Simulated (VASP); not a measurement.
# TaC (Fm-3m) in VASP: notebook, part 2 of 2

VASP 6.6.1. The steps go on from the part before.

## 4. Relaxation of cell and atoms, PBEsol

Input file INCAR:

```
  ALGO = Normal
  EDIFF = 1E-7
  EDIFFG = -0.05
  ENCUT = 600
  GGA = PS
  GGA_COMPAT = False
  IBRION = 2
  ISIF = 3
  ISMEAR = 0
  LASPH = True
  LCHARG = False
  LREAL = False
  LWAVE = False
  NELM = 120
  NELMIN = 4
  NSW = 80
  PREC = Accurate
  SIGMA = 0.1
```

Input file KPOINTS:

```
k-points
0
Gamma
  8 8 8
```

Input file POSCAR:

```
TaC
1.0
    0.0000000000      2.2508679162      2.2508679162
    2.2508679162      0.0000000000      2.2508679162
    2.2508679162      2.2508679162      0.0000000000
Ta C
1 1
Direct
    0.0000000000      0.0000000000      0.0000000000
    0.5000000000      0.5000000000      0.5000000000
```

Potentials or basis: VASP PAW PBE potentials, release 64 (Ta_pv, C).

On the command line:

```bash
> cat potpaw_PBE.64/Ta_pv/POTCAR potpaw_PBE.64/C/POTCAR > POTCAR
> mpirun -np 1 vasp_std > vasp.out
```

OUTCAR:

```text
EDIFF = 1E-7
   EDIFFG = -0.05
   ENCUT = 600
   GGA = PS
   IBRION = 2
   ISIF = 3
   ISMEAR = 0
   LASPH = True
   LREAL = False
   NELM = 120
   NELMIN = 4
   NSW = 80
   PREC = Accurate

 ion  position               nearest neighbor table
   1  0.000  0.000  0.000-   2 2.25   2 2.25   2 2.25   2 2.25   2 2.25   2 2.25
   2  0.500  0.500  0.500-   1 2.25   1 2.25   1 2.25   1 2.25   1 2.25   1 2.25

  LATTYP: Found a face centered cubic cell.
 ALAT       =     4.5017358324

  Lattice vectors:

 A1 = (   0.0000000000,   2.2508679162,   2.2508679162)
 A2 = (   2.2508679162,   0.0000000000,   2.2508679162)
 A3 = (   2.2508679162,   2.2508679162,   0.0000000000)

Analysis of symmetry for initial positions (statically):
=====================================================================
 Subroutine PRICEL returns:
 Original cell was already a primitive cell.

 Routine SETGRP: Setting up the symmetry group for a
 face centered cubic supercell.

 Subroutine GETGRP returns: Found 48 space group operations
 (whereof 48 operations were pure point group operations)
 out of a pool of 48 trial point group operations.

The static configuration has the point symmetry O_h .

Analysis of symmetry for dynamics (positions and initial velocities):
=====================================================================
 Subroutine PRICEL returns:
 Original cell was already a primitive cell.

 Routine SETGRP: Setting up the symmetry group for a
 face centered cubic supercell.

 Subroutine GETGRP returns: Found 48 space group operations
 (whereof 48 operations were pure point group operations)
 out of a pool of 48 trial point group operations.

The dynamic configuration has the point symmetry O_h .

 Subroutine INISYM returns: Found 48 space group operations
 (whereof 48 operations are pure point group operations),
 and found     1 'primitive' translations

----------------------------------------------------------------------------------------

                                     Primitive cell

  volume of cell :      22.8076

  direct lattice vectors                    reciprocal lattice vectors
     0.000000000  2.250867916  2.250867916    -0.222136535  0.222136535  0.222136535
     2.250867916  0.000000000  2.250867916     0.222136535 -0.222136535  0.222136535
     2.250867916  2.250867916  0.000000000     0.222136535  0.222136535 -0.222136535

  length of vectors
     3.183207934  3.183207934  3.183207934     0.384751765  0.384751765  0.384751765

  position of ions in fractional coordinates (direct lattice)
     0.000000000  0.000000000  0.000000000
     0.500000000  0.500000000  0.500000000

  ion indices of the primitive-cell ions
   primitive index   ion index
                 1           1
                 2           2

----------------------------------------------------------------------------------------

 KPOINTS: k-points

Automatic generation of k-mesh.
 Grid dimensions read from file:
 generate k-points for:    8    8    8

 Generating k-lattice:

  Cartesian coordinates                     Fractional coordinates (reciprocal lattice)
    -0.027767067  0.027767067  0.027767067     0.125000000  0.000000000  0.000000000
     0.027767067 -0.027767067  0.027767067     0.000000000  0.125000000  0.000000000
[... 45 lines left out ...]
   ions per type =               1   1
   NGX,Y,Z   is equivalent  to a cutoff of  14.62, 14.62, 14.62 a.u.
   NGXF,Y,Z  is equivalent  to a cutoff of  29.25, 29.25, 29.25 a.u.
 SYSTEM =  unknown system
   PREC   = accura    normal or accurate (medium, high low for compatibility)
   ISTART =      0    job   : 0-new  1-cont  2-samecut
   ICHARG =      2    charge: 1-file 2-atom 10-const
   ISPIN  =      1    spin polarized calculation?
   LNONCOLLINEAR =      F non collinear calculations
   LSORBIT =      F    spin-orbit coupling
   LASPH  =      T    aspherical Exc in radial PAW
   ENCUT  =  600.0 eV  44.10 Ry    6.64 a.u.   6.36  6.36  6.36*2*pi/ulx,y,z
   NELM   =    120;   NELMIN=  4; NELMDL= -5     # of ELM steps
   EDIFF  = 0.1E-06   stopping-criterion for ELM
   LREAL  =      F    real-space projection
   EDIFFG = -.5E-01   stopping-criterion for IOM
   NSW    =     80    number of steps for IOM
   IBRION =      2    ionic relax: 0-MD 1-quasi-New 2-CG
   NFREE  =      1    steps in history (QN), initial steepest desc. (CG)
   ISIF   =      3    stress and relaxation
   ISYM   =      2    0-nonsym 1-usesym 2-fastsym
   POTIM  = 0.5000    time-step for ionic-motion
   TEBEG  =    0.0;   TEEND  =   0.0 temperature during run
   PSTRESS=    0.0 pullay stress
   NELECT =      15.0000    total number of electrons
   NUPDOWN=      -1.0000    fix difference up-down
   EMIN   =  10.00;   EMAX   =-10.00  energy-range for DOS
   EFERMI =   0.00;   METHOD = LEGACY
   ISMEAR =     0;   SIGMA  =   0.10  broadening in eV -4-tet -1-fermi 0-gaus
   EFERMI_NEDOS =   21; number of points for ismear=-14 and -15
   IALGO  =     38    algorithm
   IMIX   =      4    mixing-type and parameters
     AMIX     =   0.40;   BMIX     =  1.00
     AMIX_MAG =   1.60;   BMIX_MAG =  1.00
  volume/ion in A,a.u.               =      11.40        76.96
  Fermi-wavevector in a.u.,A,eV,Ry     =   1.423678  2.690362 27.577109  2.026860
  Thomas-Fermi vector in A             =   2.544250
   LORBIT       =      0    0 simple, 1 ext, 2 COOP (PROOUT), +10 PAW based schemes
   GGA     = PS    functional components
   LHFCALC =     F    Hartree Fock is set to
   AEXX    =    0.0000 exact exchange contribution
   IVDW    =     0    specifies the selected vdW correction
   LEPSILON=     F    determine dielectric tensor
   LRPA    =     F    only Hartree local field effects (RPA)
 conjugate gradient relaxation of ions
 non-spin polarized calculation
 Gauss-broadening in eV      SIGMA  =   0.10
  energy-cutoff  :      600.00
  volume of cell :       22.81
 maximum number of plane-waves:       778
 NGX is ok and might be reduce to    28
   NGX = 13   NGY = 13   NGZ = 13

--------------------------------------- Ionic step        1  -------------------------------------------

 number of electron      15.0000002 magnetization

 Free energy of the ion-electron system (eV)
  ---------------------------------------------------
  ext. energy  EPLUGINS =         0.00000000
  ---------------------------------------------------
  free energy    TOTEN  =       -23.48634747 eV

  energy without entropy =      -23.48109155  energy(sigma->0) =      -23.48371951

------------------------ aborting loop because EDIFF is reached ----------------------------------------

  FORCE on cell =-STRESS in cart. coord.  units (eV):
  Direction    XX          YY          ZZ          XY          YZ          ZX
  --------------------------------------------------------------------------------------
  -------------------------------------------------------------------------------------
  Total       -1.7735613     -1.7735613     -1.7735613     -0.0000000      0.0000000      0.0000000
  in kB     -124.5881565   -124.5881565   -124.5881565     -0.0000000      0.0000000      0.0000000
  external PRESSURE =    -124.5881565 kB  Pullay stress =       0.0000000 kB
[... 59 lines left out ...]
--------------------------------------- Ionic step        3  -------------------------------------------

 number of electron      14.9999999 magnetization

 Free energy of the ion-electron system (eV)
  ---------------------------------------------------
  ext. energy  EPLUGINS =         0.00000000
  ---------------------------------------------------
  free energy    TOTEN  =       -23.52168024 eV

  energy without entropy =      -23.51637908  energy(sigma->0) =      -23.51902966

 E-fermi :   8.5164     XC(G=0): -13.3617

 val. band max:        8.1934569709   @ k =   0.3750   0.1250   0.0000
 cond. band min:       8.5777684906   @ k =  -0.3750   0.3750   0.1250
 fundamental gap:      0.3843115197
 Fermi energy:         8.5164331617

 k-point     1 :       0.0000    0.0000    0.0000
  band No.  band energies     occupation
      1     -26.6744      2.00000
      2     -26.6744      2.00000
      3     -26.6744      2.00000
      4      -6.5232      2.00000
      5       6.9345      2.00000
      6       6.9345      2.00000
      7       6.9345      2.00000
      8       7.8723      2.00000
      9       7.8723      2.00000
     10       7.8723      2.00000
     11       8.9512      0.00000
[... 309 lines left out ...]
 k-point    24 :      -0.3750    0.2500    0.1250
  band No.  band energies     occupation
      1     -27.3046      2.00000
      2     -26.9466      2.00000
      3     -26.8168      2.00000
      4      -2.8077      2.00000
      5       0.7974      2.00000
      6       3.1998      2.00000
      7       3.4368      2.00000
      8       9.9588      0.00000
      9      10.2130      0.00000
     10      11.9660      0.00000
     11      15.7781      0.00000

 [... further k-points ...]
[... 5 lines left out ...]
  --------------------------------------------------------------------------------------
  -------------------------------------------------------------------------------------
  Total       -0.0612947     -0.0612947     -0.0612947      0.0000000      0.0000000     -0.0000000
  in kB       -4.4724233     -4.4724233     -4.4724233      0.0000000      0.0000000     -0.0000000
  external PRESSURE =      -4.4724233 kB  Pullay stress =       0.0000000 kB
[... 17 lines left out ...]
  FREE ENERGIE OF THE ION-ELECTRON SYSTEM (eV)
  ---------------------------------------------------
  free  energy   TOTEN  =       -23.5216802417 eV

  energy  without entropy=      -23.5163790765  energy(sigma->0) =      -23.51902966

 reached required accuracy - stopping structural energy minimisation
```

OSZICAR:

```text
N       E                     dE             d eps       ncg     rms          rms(c)
DAV:   1     0.845096598496E+02    0.84510E+02   -0.92204E+03   638   0.149E+03
DAV:   2    -0.230801135463E+02   -0.10759E+03   -0.10363E+03   733   0.337E+02
DAV:   3    -0.266655154736E+02   -0.35854E+01   -0.35172E+01   810   0.534E+01
[... 28 lines left out ...]
DAV:   5    -0.235217038919E+02   -0.38596E-03   -0.13178E-03   756   0.376E-01    0.544E-02
DAV:   6    -0.235216803816E+02    0.23510E-04   -0.13910E-04   701   0.883E-02    0.282E-02
DAV:   7    -0.235216803848E+02   -0.31332E-08   -0.37710E-06   719   0.202E-02    0.387E-03
DAV:   8    -0.235216802102E+02    0.17456E-06   -0.34576E-07   645   0.491E-03    0.792E-04
DAV:   9    -0.235216802417E+02   -0.31530E-07   -0.67610E-09   328   0.101E-03
   3 F= -.23521680E+02 E0= -.23519030E+02  d E =-.353328E-01
```

Wall time 51 s (1 thread of Intel Xeon 8259CL, shared host); peak memory 0.17 GiB.

What came out:

```yaml
Free_energy: -23.5217 eV
Relaxed_volume: 10.98 Å³/atom
Relaxed_cell: a = 3.143 Å, b = 3.143 Å, c = 3.143 Å, α = 60.00°, β = 60.00°, γ = 60.00°
Space_group_after_relaxing_to_0.05_Å: Fm-3m (No. 225)
Energy_gained_by_relaxing: 17.7 meV/atom
Ionic_steps: 3
Pressure_after_relaxing: -0.4 GPa
```

Step by step:
```
step  energy change (eV)  largest force (eV/Å)  pressure (GPa)  volume (Å³)
   1              0.0000                0.0000          -12.46        22.81
   2              0.1778                0.0000           38.43        20.00
   3             -0.0353                0.0000           -0.45        21.96
```

Final structure:
```xyz
2
Lattice="0.0000 2.2226 2.2226 2.2226 0.0000 2.2226 2.2226 2.2226 0.0000" Properties=species:S:1:pos:R:3 pbc="T T T"
Ta    0.0000    0.0000    0.0000
C     2.2226    2.2226    2.2226
```

Caveat: the PAW data sets were made with another functional, which shifts forces and pressure a little; spin-orbit coupling is left out, which moves the levels of the heavy elements.

## 5. Summary

```csv
task,cell,gap on the mesh (eV),pressure (GPa)
single point,"a = 3.183 Å, angles 60.0°, 2 atoms",none,-12.5
single point,"a = 3.140 Å, angles 60.0°, 2 atoms",none,0.6
relaxation of cell and atoms,"relaxed from a = 3.183 Å, angles 60.0°, 2 atoms",none,-0.4
```

Alike in all rows: level PBEsol; potentials or basis VASP PAW PBE potentials, release 64 (Ta_pv, C); no spin polarisation; k mesh 8 × 8 × 8; cutoff (eV) 600; smearing gaussian 0.1 eV.

Caveats: the PAW data sets were made with another functional, which shifts forces and pressure a little; spin-orbit coupling is left out, which moves the levels of the heavy elements.

Absolute energies hang on the potentials; compare differences alone.
